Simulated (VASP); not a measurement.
Set up this calculation in VASP 6.6.1, as the native input.

- Task: single point
- Functional: PBEsol
- Potentials or basis: VASP PAW PBE potentials, release 64 (Ru_pv, Ti_sv, O)
- Cutoff: 600 eV
- k mesh: 4 × 4 × 3
- Occupations: gaussian, width 0.05 eV
- Spin: collinear spin, ferromagnetic start
- Starting moments: [4.0, 0.0, 0.0, 0.0, 0.0, 0.0, 0.0, 0.0, 0.0, 0.0, 0.0, 0.0] μB
- Dipole correction: no
- Further INCAR settings: ALGO = Normal; EDIFF = 1e-06; NBANDS = 65

The structure of Ti3RuO8 lies in POSCAR:

```
Ti3RuO8
1.0
    4.5922000000      0.0000000000      0.0000000000
    0.0000000000      4.5922000000      0.0000000000
    0.0000000000      0.0000000000      5.9148000000
Ru Ti O
1 3 8
Direct
    1.0000000000      1.0000000000      0.0000000000
    1.0000000000      1.0000000000      0.5000000000
    0.5000000000      0.5000000000      0.2533672747
    0.5000000000      0.5000000000      0.7466327253
    0.3016597083      0.3016597083      0.0000000000
    0.3055705771      0.3055705771      0.5000000000
    0.1995190928      0.8004809072      0.2563802980
    0.1995190928      0.8004809072      0.7436197020
    0.6983402917      0.6983402917      0.0000000000
    0.6944294229      0.6944294229      0.5000000000
    0.8004809072      0.1995190928      0.2563802980
    0.8004809072      0.1995190928      0.7436197020
```

One way to write it, as run:

INCAR

```
ALGO = Normal
EDIFF = 1E-6
ENCUT = 600
GGA = PS
GGA_COMPAT = False
ISIF = 2
ISMEAR = 0
ISPIN = 2
LASPH = True
LCHARG = False
LMAXMIX = 4
LORBIT = 11
LREAL = False
LWAVE = False
MAGMOM = 4 0 0 0 0 0 0 0 0 0 0 0
NBANDS = 65
NELM = 200
PREC = Accurate
SIGMA = 0.05
```

KPOINTS

```
k-points
0
Gamma
  4 4 3
```

Potentials or basis: VASP PAW PBE potentials, release 64 (Ru_pv, Ti_sv, O).

Launch:

```console
$ cat potpaw_PBE.64/Ru_pv/POTCAR potpaw_PBE.64/Ti_sv/POTCAR potpaw_PBE.64/O/POTCAR > POTCAR
$ mpirun -np 1 vasp_std > vasp.out
```

It gave:

```yaml
Pressure: 0.0 GPa
Largest_force: 0.379 eV/Å
Band_gap_on_the_k_mesh: zero (filled and empty bands overlap)
Net_moment: 2.00 μB per cell
Site_moments: Ru +1.34; Ti +0.01, +0.02 (each value once); O +0.07, +0.02 (each value once) μB
Valence_electrons_inside_the_program's_atomic_spheres: Ru 12.42; Ti 10.29, 10.30 (each value once); O 5.03, 5.05 (each value once)
```

Caveat: the PAW data sets were made with another functional, which shifts forces and pressure a little; semilocal functionals often make such compounds metallic where correlation or magnetic order opens a gap, which also shifts bond lengths.

Run time: 11 min on 1 thread of AMD EPYC 7R13, with other jobs on the host, peak memory 0.42 GiB.
